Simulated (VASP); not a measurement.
# NbAl2N3 (I4/mmm) in VASP: single point with PBE

Aim: the single point of NbAl2N3 with PBE.

Program: VASP 6.6.1. These are calculated values, not measurements. Logs are shortened: lines on timing, memory, paths and dates and some standing lists are left out, and cuts for length are marked.

## 1. The cell of the first run

It takes space group I4/mmm (No. 139, tetragonal). The conventional cell has a = 4.150 Å, b = 4.150 Å, c = 9.372 Å, α = 90.00°, β = 90.00°, γ = 90.00°. Al (site symmetry 4mm) has 1 N at 1.86 Å within 2.5 Å. Nb (site symmetry 4/mmm) has 4 N at 2.08 Å within 2.7 Å. N (site symmetry 4/mmm) has 2 Al at 1.86 Å and 4 N at 2.08 Å within 2.5 Å. N (site symmetry mmm) has 2 Nb at 2.08 Å and 2 N at 2.08 Å within 2.7 Å.

## 2. Single point, PBE

File INCAR:

```
SYSTEM = NbAl2N3
PREC     = Accurate       ! precision mode
ENCUT    = 600            ! plane-wave cutoff, eV
EDIFF    = 1E-6           ! SCF threshold, eV
ISMEAR   = 0              ! smearing method
SIGMA    = 0.15           ! smearing width, eV
LREAL    = .False.        ! projectors in reciprocal space
LASPH    = .True.         ! aspherical terms in the spheres
NELM     = 120            ! most SCF steps
ALGO     = Normal         ! electronic algorithm
ISIF     = 2              ! what is computed and relaxed
LWAVE    = .False.        ! write WAVECAR
LCHARG   = .False.        ! write CHGCAR
GGA      = PE             ! functional
NBANDS   = 26             ! bands
GGA_COMPAT= .False.
```

File KPOINTS:

```
Automatic mesh
0
Gamma
  3 3 3
  0 0 0
```

File POSCAR:

```
NbAl2N3
1.0
   -2.0750619269      2.0750619269      4.6862478271
    2.0750619269     -2.0750619269      4.6862478271
    2.0750619269      2.0750619269     -4.6862478271
Al Nb N
2 1 3
Direct
    0.3018598296      0.3018598296      0.0000000000
    0.6981401704      0.6981401704      0.0000000000
    0.0000000000      0.0000000000      0.0000000000
    0.5000000000      0.5000000000      0.0000000000
    0.5000000000      0.0000000000      0.5000000000
    0.0000000000      0.5000000000      0.5000000000
```

Potentials or basis: VASP PAW PBE potentials, release 64 (Al, Nb_sv, N).

Run with:

```
$ cat potpaw_PBE.64/Al/POTCAR potpaw_PBE.64/Nb_sv/POTCAR potpaw_PBE.64/N/POTCAR > POTCAR
$ mpirun -np 1 vasp_std > vasp.out
```

OUTCAR:

```text
SYSTEM = NbAl2N3
   PREC = Accurate
   ENCUT = 600
   EDIFF = 1E-6
   ISMEAR = 0
   LREAL = .False.
   LASPH = .True.
   NELM = 120
   ISIF = 2
   GGA = PE

 ion  position               nearest neighbor table
   1  0.302  0.302  0.000-   4 1.86   3 2.83   2 3.09   2 3.09   2 3.09   2 3.09
   2  0.698  0.698  0.000-   4 1.86   3 2.83   1 3.09   1 3.09   1 3.09   1 3.09
   3  0.000  0.000  0.000-   5 2.08   6 2.08   6 2.08   5 2.08   1 2.83   2 2.83
   4  0.500  0.500  0.000-   1 1.86   2 1.86
   5  0.500  0.000  0.500-   3 2.08   3 2.08
   6  0.000  0.500  0.500-   3 2.08   3 2.08

  LATTYP: Found a body centered tetragonal cell.
 ALAT       =     4.1501238538
 C/A-ratio  =     2.2583652885

  Lattice vectors:

 A1 = (  -2.0750619269,   2.0750619269,   4.6862478271)
 A2 = (   2.0750619269,  -2.0750619269,   4.6862478271)
 A3 = (   2.0750619269,   2.0750619269,  -4.6862478271)

Analysis of symmetry for initial positions (statically):
=====================================================================
 Subroutine PRICEL returns:
 Original cell was already a primitive cell.

 Routine SETGRP: Setting up the symmetry group for a
 body centered tetragonal supercell.

 Subroutine GETGRP returns: Found 16 space group operations
 (whereof 16 operations were pure point group operations)
 out of a pool of 16 trial point group operations.

The static configuration has the point symmetry D_4h.

Analysis of symmetry for dynamics (positions and initial velocities):
=====================================================================
 Subroutine PRICEL returns:
 Original cell was already a primitive cell.

 Routine SETGRP: Setting up the symmetry group for a
 body centered tetragonal supercell.

 Subroutine GETGRP returns: Found 16 space group operations
 (whereof 16 operations were pure point group operations)
 out of a pool of 16 trial point group operations.

The dynamic configuration has the point symmetry D_4h.

 Subroutine INISYM returns: Found 16 space group operations
 (whereof 16 operations are pure point group operations),
 and found     1 'primitive' translations

----------------------------------------------------------------------------------------

                                     Primitive cell

  volume of cell :      80.7137

  direct lattice vectors                    reciprocal lattice vectors
    -2.075061927  2.075061927  4.686247827     0.000000000  0.240956664  0.106695168
     2.075061927 -2.075061927  4.686247827     0.240956664  0.000000000  0.106695168
     2.075061927  2.075061927 -4.686247827     0.240956664  0.240956664  0.000000000

  length of vectors
     5.529256975  5.529256975  5.529256975     0.263522244  0.263522244  0.340764183

  position of ions in fractional coordinates (direct lattice)
     0.301859830  0.301859830  0.000000000
     0.698140170  0.698140170  0.000000000
     0.000000000  0.000000000  0.000000000
     0.500000000  0.500000000  0.000000000
     0.500000000  0.000000000  0.500000000
     0.000000000  0.500000000  0.500000000

  ion indices of the primitive-cell ions
   primitive index   ion index
                 1           1
                 2           2
                 3           3
                 4           4
                 5           5
                 6           6

----------------------------------------------------------------------------------------

 KPOINTS: Automatic mesh

Automatic generation of k-mesh.
 Grid dimensions read from file:
 generate k-points for:    3    3    3

 Generating k-lattice:

  Cartesian coordinates                     Fractional coordinates (reciprocal lattice)
     0.000000000  0.080318888  0.035565056     0.333333333  0.000000000  0.000000000
     0.080318888  0.000000000  0.035565056     0.000000000  0.333333333  0.000000000
     0.080318888  0.080318888  0.000000000     0.000000000  0.000000000  0.333333333

  Length of vectors
     0.087840748  0.087840748  0.113588061

  Shift w.r.t. Gamma in fractional coordinates (k-lattice)
     0.000000000  0.000000000  0.000000000

 Subroutine IBZKPT returns following result:
 ===========================================

 Found      6 irreducible k-points:

 Following reciprocal coordinates:
            Coordinates               Weight
  0.000000  0.000000  0.000000      1.000000
  0.333333 -0.000000  0.000000      8.000000
  0.333333  0.333333  0.000000      8.000000
 -0.333333  0.333333  0.000000      4.000000
 -0.333333  0.333333  0.333333      4.000000
 -0.333333 -0.333333  0.333333      2.000000
   k-points           NKPTS =      6   k-points in BZ     NKDIM =      6   number of bands    NBANDS=     26
   number of dos      NEDOS =    301   number of ions     NIONS =      6
   total plane-waves  NPLWV = 110592
   dimension x,y,z NGX =    48 NGY =   48 NGZ =   48
   dimension x,y,z NGXF=    96 NGYF=   96 NGZF=   96
   ions per type =               2   1   3
   NGX,Y,Z   is equivalent  to a cutoff of  14.43, 14.43, 14.43 a.u.
   NGXF,Y,Z  is equivalent  to a cutoff of  28.86, 28.86, 28.86 a.u.
 SYSTEM =  NbAl2N3
   PREC   = accura    normal or accurate (medium, high low for compatibility)
   ISTART =      0    job   : 0-new  1-cont  2-samecut
   ICHARG =      2    charge: 1-file 2-atom 10-const
   ISPIN  =      1    spin polarized calculation?
   LNONCOLLINEAR =      F non collinear calculations
   LSORBIT =      F    spin-orbit coupling
   LASPH  =      T    aspherical Exc in radial PAW
   ENCUT  =  600.0 eV  44.10 Ry    6.64 a.u.  11.04 11.04 11.04*2*pi/ulx,y,z
   NELM   =    120;   NELMIN=  2; NELMDL= -5     # of ELM steps
   EDIFF  = 0.1E-05   stopping-criterion for ELM
   LREAL  =      F    real-space projection
   EDIFFG = 0.1E-04   stopping-criterion for IOM
   NSW    =      0    number of steps for IOM
   IBRION =     -1    ionic relax: 0-MD 1-quasi-New 2-CG
   NFREE  =      0    steps in history (QN), initial steepest desc. (CG)
   ISIF   =      2    stress and relaxation
   ISYM   =      2    0-nonsym 1-usesym 2-fastsym
   POTIM  = 0.5000    time-step for ionic-motion
   TEBEG  =    0.0;   TEEND  =   0.0 temperature during run
   PSTRESS=    0.0 pullay stress
   NELECT =      34.0000    total number of electrons
   NUPDOWN=      -1.0000    fix difference up-down
   EMIN   =  10.00;   EMAX   =-10.00  energy-range for DOS
   EFERMI =   0.00;   METHOD = LEGACY
   ISMEAR =     0;   SIGMA  =   0.15  broadening in eV -4-tet -1-fermi 0-gaus
   EFERMI_NEDOS =   21; number of points for ismear=-14 and -15
   IALGO  =     38    algorithm
   IMIX   =      4    mixing-type and parameters
     AMIX     =   0.40;   BMIX     =  1.00
     AMIX_MAG =   1.60;   BMIX_MAG =  1.00
  volume/ion in A,a.u.               =      13.45        90.78
  Fermi-wavevector in a.u.,A,eV,Ry     =   1.227209  2.319090 20.490959  1.506043
  Thomas-Fermi vector in A             =   2.362181
   LORBIT       =      0    0 simple, 1 ext, 2 COOP (PROOUT), +10 PAW based schemes
   GGA     = PE    functional components
   LHFCALC =     F    Hartree Fock is set to
   AEXX    =    0.0000 exact exchange contribution
   IVDW    =     0    specifies the selected vdW correction
   LEPSILON=     F    determine dielectric tensor
   LRPA    =     F    only Hartree local field effects (RPA)
 non-spin polarized calculation
 Gauss-broadening in eV      SIGMA  =   0.15
  energy-cutoff  :      600.00
  volume of cell :       80.71
 maximum number of plane-waves:      2719
 NGX is ok and might be reduce to    48
   NGX = 23   NGY = 23   NGZ = 23

 number of electron      34.0000000 magnetization

 Free energy of the ion-electron system (eV)
  ---------------------------------------------------
  ext. energy  EPLUGINS =         0.00000000
  ---------------------------------------------------
  free energy    TOTEN  =       -39.04916791 eV

  energy without entropy =      -38.97436247  energy(sigma->0) =      -39.01176519

 E-fermi :   7.0648     XC(G=0): -10.7795

 val. band max:        7.0506776628   @ k =  -0.3333   0.3333   0.0000
 cond. band min:       7.0697156754   @ k =   0.3333   0.3333   0.0000
 fundamental gap:      0.0190380126
 Fermi energy:         7.0648412466

 k-point     1 :       0.0000    0.0000    0.0000
  band No.  band energies     occupation
      1     -48.2661      2.00000
      2     -24.4336      2.00000
      3     -24.4336      2.00000
      4     -24.2610      2.00000
      5     -10.5908      2.00000
      6      -7.0716      2.00000
[... 18 lines left out ...]
     25      11.4939      0.00000
     26      13.3453      0.00000

 k-point     2 :       0.3333   -0.0000    0.0000
  band No.  band energies     occupation
      1     -48.2652      2.00000
      2     -24.4851      2.00000
      3     -24.4304      2.00000
      4     -24.2589      2.00000
      5      -9.9620      2.00000
      6      -7.4303      2.00000
[... 18 lines left out ...]
     25      12.3147      0.00000
     26      12.7497      0.00000

 k-point     3 :       0.3333    0.3333    0.0000
  band No.  band energies     occupation
      1     -48.2643      2.00000
      2     -24.4810      2.00000
      3     -24.4800      2.00000
      4     -24.2565      2.00000
      5      -9.4853      2.00000
      6      -6.8518      2.00000
[... 18 lines left out ...]
     25      12.4551      0.00000
     26      14.8131      0.00000

 k-point     4 :      -0.3333    0.3333    0.0000
  band No.  band energies     occupation
      1     -48.2643      2.00000
      2     -24.4811      2.00000
      3     -24.4798      2.00000
      4     -24.2562      2.00000
      5      -9.5029      2.00000
      6      -6.8296      2.00000
[... 18 lines left out ...]
     25      12.9471      0.00000
     26      14.0954      0.00000

 k-point     5 :      -0.3333    0.3333    0.3333
  band No.  band energies     occupation
      1     -48.2652      2.00000
      2     -24.4851      2.00000
      3     -24.4305      2.00000
      4     -24.2595      2.00000
      5      -9.9348      2.00000
      6      -7.4462      2.00000
[... 18 lines left out ...]
     25      11.2143      0.00000
     26      12.5569      0.00000

 k-point     6 :      -0.3333   -0.3333    0.3333
  band No.  band energies     occupation
      1     -48.2661      2.00000
      2     -24.4338      2.00000
      3     -24.4338      2.00000
      4     -24.2623      2.00000
      5     -10.5532      2.00000
      6      -7.0837      2.00000
[... 18 lines left out ...]
     25      11.4468      0.00000
     26      12.1768      0.00000

------------------------ aborting loop because EDIFF is reached ----------------------------------------

  FORCE on cell =-STRESS in cart. coord.  units (eV):
  Direction    XX          YY          ZZ          XY          YZ          ZX
  --------------------------------------------------------------------------------------
  -------------------------------------------------------------------------------------
  Total       -0.4714651     -0.4714651      0.0236863      0.0000000      0.0000000      0.0000000
  in kB       -9.3586401     -9.3586401      0.4701765      0.0000000      0.0000000      0.0000000
  external PRESSURE =      -6.0823679 kB  Pullay stress =       0.0000000 kB

 VOLUME and BASIS-vectors are now :
 -----------------------------------------------------------------------------
  energy-cutoff  :      600.00
  volume of cell :       80.71
      direct lattice vectors                 reciprocal lattice vectors
    -2.075061927  2.075061927  4.686247827     0.000000000  0.240956664  0.106695168
     2.075061927 -2.075061927  4.686247827     0.240956664  0.000000000  0.106695168
     2.075061927  2.075061927 -4.686247827     0.240956664  0.240956664  0.000000000

 POSITION                                       TOTAL-FORCE (eV/Angst)
 -----------------------------------------------------------------------------------
      0.00000      0.00000      2.82918        -0.000000     -0.000000     -0.022556
      0.00000      0.00000      6.54332         0.000000      0.000000      0.022556
      0.00000      0.00000      0.00000        -0.000000     -0.000000      0.000000
      0.00000      0.00000      4.68625        -0.000000     -0.000000      0.000000
      0.00000      2.07506      0.00000        -0.000000     -0.000000      0.000000
      2.07506      0.00000      0.00000        -0.000000     -0.000000      0.000000
 -----------------------------------------------------------------------------------
    total drift:                               -0.000000     -0.000000      0.000000

  FREE ENERGIE OF THE ION-ELECTRON SYSTEM (eV)
  ---------------------------------------------------
  free  energy   TOTEN  =       -39.0491679111 eV

  energy  without entropy=      -38.9743624672  energy(sigma->0) =      -39.01176519
```

It took 20 s on 1 thread of Intel Xeon 6975P-C (Granite Rapids), shared host; peak memory 0.32 GiB.

What came out:

```
Free energy            : -39.0492 eV
Pressure               : -0.6 GPa
Largest force          : 0.023 eV/Å
Band gap on the k mesh : zero (band 17 reaches 7.13 eV, above the bottom of band 18 at 6.92 eV)
```

Forces on the atoms (eV/Å):
```
Al   0.000  0.000 -0.023
Al   0.000  0.000  0.023
Nb   0.000  0.000  0.000
N    0.000  0.000  0.000
N    0.000  0.000  0.000
N    0.000  0.000  0.000
```

Levels at points of the mesh, in eV from the Fermi level:
```tsv
k point	band 14	band 15	band 16	band 17	band 18	band 19	band 20	band 21
(0.00, 0.00, 0.00)	-1.52	-1.52	-1.18	-1.18	0.05	2.08	2.25	3.39
```

Caveat: the k points lie up to 0.71 Å⁻¹ apart.
